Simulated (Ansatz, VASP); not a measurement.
# Cd5HgS6 in VASP and in Ansatz

INCAR

```
PREC = Accurate
ENCUT = 520
EDIFF = 1E-6
ISMEAR = 0
SIGMA = 0.1
LREAL = False
LASPH = True
NELM = 60
ALGO = Normal
ISIF = 2
LWAVE = False
LCHARG = True
GGA = PE
LELF = True
LVHAR = True
NBANDS = 66
```

KPOINTS

```
regular mesh
0
Gamma
  6 6 1
```

Contents of POSCAR:

```
Cd5HgS6
1.0
    4.0905539100      0.0000000000      0.0000000000
   -2.0452769600      3.5425236100      0.0000000000
    0.0000000000      0.0000000000     19.9214902500
Cd Hg S
5 1 6
Direct
    0.3333333300      0.6666666700      0.0000000000
    0.3333333300      0.6666666700      0.6666666700
    0.6666666700      0.3333333300      0.1666666700
    0.6666666700      0.3333333300      0.5000000000
    0.6666666700      0.3333333300      0.8333333300
    0.3333333300      0.6666666700      0.3333333300
    0.3333333300      0.6666666700      0.1250000000
    0.3333333300      0.6666666700      0.4583333300
    0.3333333300      0.6666666700      0.7916666700
    0.6666666700      0.3333333300      0.2916666700
    0.6666666700      0.3333333300      0.6250000000
    0.6666666700      0.3333333300      0.9583333300
```

Input for Ansatz:

```yaml
crystal:
  lattice:
    - [4.09055391, 0.0, 0.0]
    - [-2.04527696, 3.54252361, 0.0]
    - [0.0, 0.0, 19.92149025]
  atoms:
    - { symbol: Cd, position: [0.33333333, 0.66666667, 0.0] }
    - { symbol: Cd, position: [0.33333333, 0.66666667, 0.66666667] }
    - { symbol: Cd, position: [0.66666667, 0.33333333, 0.16666667] }
    - { symbol: Cd, position: [0.66666667, 0.33333333, 0.5] }
    - { symbol: Cd, position: [0.66666667, 0.33333333, 0.83333333] }
    - { symbol: Hg, position: [0.33333333, 0.66666667, 0.33333333] }
    - { symbol: S, position: [0.33333333, 0.66666667, 0.125] }
    - { symbol: S, position: [0.33333333, 0.66666667, 0.45833333] }
    - { symbol: S, position: [0.33333333, 0.66666667, 0.79166667] }
    - { symbol: S, position: [0.66666667, 0.33333333, 0.29166667] }
    - { symbol: S, position: [0.66666667, 0.33333333, 0.625] }
    - { symbol: S, position: [0.66666667, 0.33333333, 0.95833333] }
basis:
  ecutwfc: 420
kpoints:
  mp_grid: { grid: [6, 6, 1] }
hamiltonian:
  xc: pbe
scf:
  occupations: { method: gaussian, width: 0.1 }
  lower_state_search: "off"
output:
  forces: true
  stress: true
  eigenvalues: true
```

Alike in both runs: task single point; functional PBE; k mesh 6 × 6 × 1; occupations gaussian, width 0.1 eV; no spin polarisation.

```csv
,VASP,Ansatz
version,VASP 6.6.1,Ansatz 0.2.0
potentials or method,"VASP PAW PBE potentials, release 64 (Cd, Hg, S), cutoff 520 eV","scalar-relativistic, plane waves, PAW"
valence electrons in the cell,108,156
```

```tsv
	VASP	Ansatz	Ansatz less VASP
gap on the k mesh at the Fermi level (eV)	0.80	0.79	-0.004
least direct gap on the mesh (eV)	0.80	0.79	-0.004
pressure (GPa)	5.8	5.4	-0.41
traceless stress, the component that is largest in VASP (GPa)	0.56	0.54	-0.019
rms of the force components (eV/Å)	0.065	0.064	-0.0009
```

Atom by atom the forces differ by 0.001 eV/Å (rms over components). VASP's potentials hold 108 valence electrons a cell and Ansatz's 156, so a difference there can come from the potentials and not from the codes.

Neither program's run includes spin-orbit coupling.
